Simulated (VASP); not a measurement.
Input of a VASP 6.6.1 run:

Contents of INCAR:

```
ALGO = Normal
EDIFF = 1E-6
ENCUT = 520
GGA = PE
ISIF = 2
ISMEAR = 0
LASPH = T
LCHARG = F
LREAL = Auto
LWAVE = F
NBANDS = 128
NELM = 60
PREC = Accurate
SIGMA = 0.1
```

File KPOINTS:

```
k-points
0
Gamma
  3 3 3
```

POSCAR

```
Al25Pt13
1.0
    0.0000000000     -8.9196123556     -2.9732041185
    2.9732041185      0.0000000000      8.9196123556
   -8.9196123556      2.9732041185      0.0000000000
Al Pt
25 13
Direct
    0.7113471689      0.4015204721      0.6349424196
    0.2495761045      0.2468889418      0.2469567028
    0.7854182412      0.0957299507      0.8622735572
    0.6370118755      0.7123377972      0.4025216751
    0.1734039581      0.5575010151      0.0169050875
    0.5553666260      0.0195578042      0.1728856304
    0.0204957321      0.1756262871      0.5589092750
    0.4007350957      0.6315720874      0.7111145661
    0.9409832135      0.4831657216      0.3277224126
    0.3294724409      0.9435246597      0.4820341936
    0.8661839511      0.7871370597      0.0985503370
    0.0973708135      0.8666495783      0.7910109024
    0.0586166690      0.5194160388      0.6731921071
    0.2899907812      0.5925218805      0.3616852350
    0.8253883972      0.4412922257      0.9811835159
    0.3663468340      0.2901969142      0.5991608251
    0.2116536456      0.9047705152      0.1348006541
    0.7463680344      0.7463006196      0.7515292428
    0.1376223635      0.2125006802      0.9055815296
    0.5951383795      0.3657989005      0.2869268587
    0.9839360714      0.8300899176      0.4454745329
    0.5196450544      0.6715422433      0.0566768410
    0.9001467735      0.1361446274      0.2079064959
    0.4440430681      0.9837762097      0.8278852956
    0.6732621926      0.0578074917      0.5201551306
    0.3852721277      0.4630399010      0.1545197128
    0.6168860548      0.5391350974      0.8468105893
    0.1516253705      0.3830211055      0.4569304561
    0.6929812512      0.2314259739      0.0784245164
    0.5368672594      0.8415458407      0.6131638320
    0.0798630636      0.6929612591      0.2329679736
    0.4615165914      0.1541238990      0.3856123452
    0.9240738837      0.3076704376      0.7695085143
    0.3079700528      0.7702277298      0.9230550529
    0.8468074130      0.6175833582      0.5414015251
    0.2290227093      0.0751765554      0.6905611708
    0.7714295120      0.9260169097      0.3083458745
    0.9953919945     -0.0022207834      0.9984057209
```

Potentials or basis: VASP PAW PBE potentials, release 64 (Al, Pt).

Command:

```sh
$ cat potpaw_PBE.64/Al/POTCAR potpaw_PBE.64/Pt/POTCAR > POTCAR
$ mpirun -np 1 vasp_std > vasp.out
```

Problem. What does it give for the band gap on the k mesh?

Solution. Zero (an odd number of electrons rules out a gap without spin polarisation).

Problem. Predict the pressure.

Solution. -1.1 GPa.

Forces in eV/Å, atoms in the order of the input:
```
Al  -0.002  0.002  0.001
Al  -0.002  0.001  0.005
Al  -0.005 -0.002 -0.001
Al   0.001  0.010  0.001
Al  -0.001 -0.002 -0.002
Al   0.002 -0.001  0.002
Al  -0.001 -0.001  0.003
Al   0.001 -0.005  0.002
Al  -0.001  0.001 -0.010
Al  -0.001 -0.003  0.001
Al   0.010 -0.001 -0.001
Al  -0.003 -0.001  0.001
Al  -0.002  0.000 -0.004
Al  -0.003 -0.005 -0.001
Al   0.005  0.007 -0.002
Al  -0.001 -0.004  0.003
Al   0.004 -0.002  0.000
Al  -0.005  0.001  0.003
Al  -0.003 -0.001  0.004
Al   0.007  0.002 -0.005
Al   0.000  0.000  0.000
Al   0.002  0.005 -0.007
Al   0.001 -0.003  0.005
Al  -0.004 -0.003  0.001
Al   0.000  0.004  0.002
Pt   0.000  0.004 -0.007
Pt   0.004  0.007  0.000
Pt  -0.006 -0.005 -0.004
Pt   0.007  0.000 -0.004
Pt  -0.005  0.004  0.006
Pt   0.006  0.005 -0.007
Pt   0.002 -0.003  0.009
Pt  -0.009  0.002  0.003
Pt  -0.003 -0.009 -0.002
Pt   0.005  0.007 -0.006
Pt  -0.009 -0.009  0.009
Pt   0.007  0.006 -0.005
Pt   0.004 -0.006  0.005
```

Caveat: the cell differs from its parent crystal (atoms taken out, then relaxed in part); spin-orbit coupling is left out, which moves the levels of the heavy elements.
